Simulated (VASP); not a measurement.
MgO:

```
CELL_PARAMETERS angstrom
3.31379 0.00000 0.00000
-1.65690 2.86983 0.00000
0.00000 0.00000 7.68563
ATOMIC_POSITIONS crystal
Mg 0.00000 0.00000 0.00000
Mg 0.33333 0.66667 0.33333
Mg 0.66667 0.33333 0.66667
O 0.00000 0.00000 0.25000
O 0.33333 0.66667 0.58333
O 0.66667 0.33333 0.91667
```

```yaml
Program: VASP 6.6.1
Task: relaxation of cell and atoms
Functional: PBE
Potentials_or_basis: VASP PAW PBE potentials, release 64 (Mg, O)
Cutoff: 600 eV
k_mesh: 12 × 12 × 3
Occupations: gaussian, width 0.02 eV
Spin: no spin polarisation
```

At the start: pressure 0.7 GPa; volume 12.18 Å³/atom.

Q: How do energy, volume and symmetry change on relaxing?

A: Over 7 steps the energy falls by 18.8 meV/atom and the volume is 12.20 Å³/atom (+0.1 %); space group R3m (No. 160, to 0.1 Å) before, F-43m (No. 216, to 0.1 Å).

Step by step:
| step | energy change (eV) | largest force (eV/Å) | pressure (GPa) | volume (Å³) |
| --- | --- | --- | --- | --- |
| 1 | 0.0000 | 0.5468 | 0.72 | 73.09 |
| 2 | -0.0829 | 0.3659 | -0.44 | 73.61 |
| 3 | -0.0986 | 0.1523 | -0.40 | 73.46 |
| 4 | -0.1066 | 0.1158 | 0.08 | 73.18 |
| 5 | -0.1111 | 0.0558 | 0.81 | 72.74 |
| 6 | -0.1126 | 0.0347 | -0.24 | 73.39 |
| 7 | -0.1129 | 0.0074 | 0.07 | 73.20 |

Final structure:
```
CELL_PARAMETERS angstrom
3.25499 0.00000 0.00000
-1.62749 2.81890 0.00000
0.00000 0.00000 7.97734
ATOMIC_POSITIONS crystal
Mg 0.00000 0.00000 0.00008
Mg 0.33333 0.66667 0.33342
Mg 0.66667 0.33333 0.66675
O 0.00000 0.00000 0.24992
O 0.33333 0.66667 0.58325
O 0.66667 0.33333 0.91658
```
